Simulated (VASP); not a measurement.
A run of VASP 6.6.1:

Contents of INCAR:

```
PREC = Accurate
ENCUT = 520
EDIFF = 1E-6
ISMEAR = 0
SIGMA = 0.1
LREAL = Auto
LASPH = T
NELM = 100
ALGO = Fast
ISIF = 2
LWAVE = F
LCHARG = T
GGA = CA
LELF = T
LVHAR = T
NBANDS = 154
```

File KPOINTS:

```
regular mesh
0
Gamma
  4 4 4
```

File POSCAR:

```
Pt
1.0
   -5.8406277551      5.8406277551      0.0000000000
   -5.8406277551      0.0000000000      5.8406277551
    0.0000000000      5.8406277551      5.8406277551
Pt
27
Direct
    0.0000000000      0.0000000000      0.0000000000
    0.3333333333      0.0000000000      0.0000000000
    0.0000000000      0.3333333333      0.0000000000
    0.0000000000      0.0000000000      0.3333333333
    0.6666666667      0.0000000000      0.0000000000
    0.3333333333      0.3333333333      0.0000000000
    0.3333333333      0.0000000000      0.3333333333
    0.0000000000      0.6666666667      0.0000000000
    0.0000000000      0.3333333333      0.3333333333
    0.0000000000      0.0000000000      0.6666666667
    0.6666666667      0.3333333333      0.0000000000
    0.6666666667      0.0000000000      0.3333333333
    0.3333333333      0.6666666667      0.0000000000
    0.3333333333      0.3333333333      0.3333333333
    0.3333333333      0.0000000000      0.6666666667
    0.0000000000      0.6666666667      0.3333333333
    0.0000000000      0.3333333333      0.6666666667
    0.6666666667      0.6666666667      0.0000000000
    0.6666666667      0.3333333333      0.3333333333
    0.6666666667      0.0000000000      0.6666666667
    0.3333333333      0.6666666667      0.3333333333
    0.3333333333      0.3333333333      0.6666666667
    0.0000000000      0.6666666667      0.6666666667
    0.6666666667      0.6666666667      0.3333333333
    0.6666666667      0.3333333333      0.6666666667
    0.3333333333      0.6666666667      0.6666666667
    0.6666666667      0.6666666667      0.6666666667
```

Potentials or basis: VASP PAW LDA potentials, release 64 (Pt).

Launch:

```sh
$ cat potpaw_LDA.64/Pt/POTCAR > POTCAR
$ mpirun -np 1 vasp_std > vasp.out
```

Hardware: 1 thread of Intel(R) Xeon(R) 6975P-C (Granite Rapids), with other jobs on the host.

Question: Estimate the wall time of this run.

Answer: Run time: 10 min on 1 thread of Intel(R) Xeon(R) 6975P-C (Granite Rapids), with other jobs on the host, peak memory 0.61 GiB. Counts: scf iterations 17, k points 8.
